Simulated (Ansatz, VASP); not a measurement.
## MgO: VASP beside Ansatz

```
CELL_PARAMETERS angstrom
0.00000 2.09751 2.09751
2.09751 0.00000 2.09751
2.09751 2.09751 0.00000
ATOMIC_POSITIONS crystal
Mg 0.00000 0.00000 0.00000
O 0.50000 0.50000 0.50000
```

Alike in both runs: functional r2SCAN; dispersion rVV10; k mesh 8 × 8 × 8; no spin polarisation.

Ansatz relaxed the structure, and its values are those at the end. VASP's run is a single point on that final structure, the one shown.

|  | VASP | Ansatz |
| --- | --- | --- |
| version | VASP 6.6.1 | Ansatz 0.2.0 |
| potentials or method | VASP PAW PBE potentials, release 64 (Mg, O) | plane waves, PAW |
| plane-wave cutoff (eV) | 520 | 500 |
| occupations | gaussian, width 0.01 eV | fixed |
| valence electrons in the cell | 8 | 16 |

```tsv
	VASP	Ansatz	Ansatz less VASP
pressure (GPa)	-1.0	0.0	+1.06
```

VASP's potentials were made for PBE, not for r2SCAN. VASP's potentials hold 8 valence electrons a cell and Ansatz's 16, so a difference there can come from the potentials and not from the codes.
